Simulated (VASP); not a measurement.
## Al2O3: relaxation of cell and atoms with PBEsol

The system is Al2O3.

```
Al O
1.0
     2.38886    1.37921    4.30071
    -2.38886    1.37921    4.30071
     0.00000   -2.75841    4.30071
Al O
4 6
Direct
  0.35596 0.35596 0.35596
  0.14404 0.14404 0.14404
  0.64404 0.64404 0.64404
  0.85596 0.85596 0.85596
  0.55260 0.94740 0.25000
  0.25000 0.55260 0.94740
  0.94740 0.25000 0.55260
  0.44740 0.05260 0.75000
  0.75000 0.44740 0.05260
  0.05260 0.75000 0.44740
```

```yaml
Program: VASP 6.6.1
Task: relaxation of cell and atoms
Functional: PBEsol
Potentials_or_basis: VASP PAW PBE potentials, release 64 (Al, O)
Cutoff: 600 eV
k_mesh: 6 × 6 × 6
Occupations: gaussian, width 0.1 eV
Spin: no spin polarisation
Dipole_correction: no
Further_INCAR_settings: ALGO = Normal; EDIFF = 1e-07; IBRION = 2; EDIFFG = -0.05; NSW = 100; ISIF = 3
```

```yaml
Relaxed_volume: 8.56 Å³/atom
Relaxed_cell: a = 5.139 Å, b = 5.139 Å, c = 5.139 Å, α = 55.33°, β = 55.33°, γ = 55.33°
Space_group_after_relaxing_to_0.1_Å: R-3c (No. 167)
Energy_gained_by_relaxing: 8.4 meV/atom
Ionic_steps: 6
Pressure_after_relaxing: 0.0 GPa
Largest_force_after_relaxing: 0.009 eV/Å
Band_gap_on_the_k_mesh: 6.05 eV
```

Forces in eV/Å, atoms in the order of the input:
```
Al   0.000  0.000 -0.009
Al   0.000  0.000  0.009
Al   0.000  0.000  0.009
Al   0.000  0.000 -0.009
O   -0.004  0.000  0.000
O    0.002 -0.004  0.000
O    0.002  0.004  0.000
O    0.004  0.000  0.000
O   -0.002  0.004  0.000
O   -0.002 -0.004  0.000
```

Stress tensor (GPa, compression positive):
```
 0.04  0.00  0.00
 0.00  0.04  0.00
 0.00  0.00 -0.23
```

The path:
```tsv
step	energy change (eV)	largest force (eV/Å)	pressure (GPa)	volume (Å³)
1	0.0000	0.7199	1.86	85.02
2	-0.0675	0.1608	-1.98	86.24
3	-0.0678	0.1233	-2.22	86.32
4	-0.0820	0.0677	1.05	85.16
5	-0.0827	0.0337	0.47	85.37
6	-0.0843	0.0085	-0.05	85.56
```

Final structure:
```
CELL_PARAMETERS angstrom
2.38608 1.37760 4.33844
-2.38608 1.37760 4.33844
0.00000 -2.75520 4.33844
ATOMIC_POSITIONS crystal
Al 0.35209 0.35209 0.35209
Al 0.14791 0.14791 0.14791
Al 0.64791 0.64791 0.64791
Al 0.85209 0.85209 0.85209
O 0.55585 0.94415 0.25000
O 0.25000 0.55585 0.94415
O 0.94415 0.25000 0.55585
O 0.44415 0.05585 0.75000
O 0.75000 0.44415 0.05585
O 0.05585 0.75000 0.44415
```

Levels at points of the mesh, in eV from the valence-band top:
```tsv
k point	band 21	band 22	band 23	band 24	band 25	band 26	band 27	band 28
(0.00, 0.00, 0.00)	-0.49	-0.03	-0.03	0.00	6.05	8.92	10.60	11.35
(0.50, 0.00, 0.00)	-0.90	-0.90	-0.27	-0.27	9.27	9.27	9.49	9.49
(0.50, 0.50, 0.00)	-1.01	-0.91	-0.74	-0.25	9.42	9.56	9.74	10.23
(0.50, 0.50, 0.50)	-0.37	-0.37	-0.37	-0.37	8.49	8.49	10.91	10.91
```

Wall time 14 min on 1 thread of Intel Xeon 8259CL, with other jobs on the host, peak memory 0.3 GiB.

Caveat: the PAW data sets were made with another functional, which shifts forces and pressure a little. A k mesh can miss the band edges.
